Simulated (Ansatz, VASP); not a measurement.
P: VASP beside Ansatz

```
CELL_PARAMETERS angstrom
3.34300 0.00000 0.00000
-1.67150 2.89512 0.00000
0.00000 0.00000 28.00000
ATOMIC_POSITIONS crystal
P 0.33333 0.66667 0.52809
P 0.66667 0.33333 0.47191
```

Alike in both runs: task single point; functional r2SCAN; k mesh 9 × 9 × 1; occupations gaussian, width 0.02 eV; no spin polarisation.

|  | VASP | Ansatz |
| --- | --- | --- |
| version | VASP 6.6.1 | Ansatz 0.2.0 |
| potentials or method | VASP PAW PBE potentials, release 64 (P), cutoff 520 eV | scalar-relativistic, plane waves, PAW |
| valence electrons in the cell | 10 | 10 |

```csv
,VASP,Ansatz,Ansatz less VASP
gap on the k mesh at the Fermi level (eV),0.25,0.24,-0.003
least direct gap on the mesh (eV),2.35,2.35,+0.007
rms of the force components (eV/Å),2.707,2.679,-0.0280
```

VASP's potentials were made for PBE, not for r2SCAN. Atom by atom the forces differ by 0.028 eV/Å (rms over components). The functional is the same, so the differences come from potentials, cutoffs and numerics.
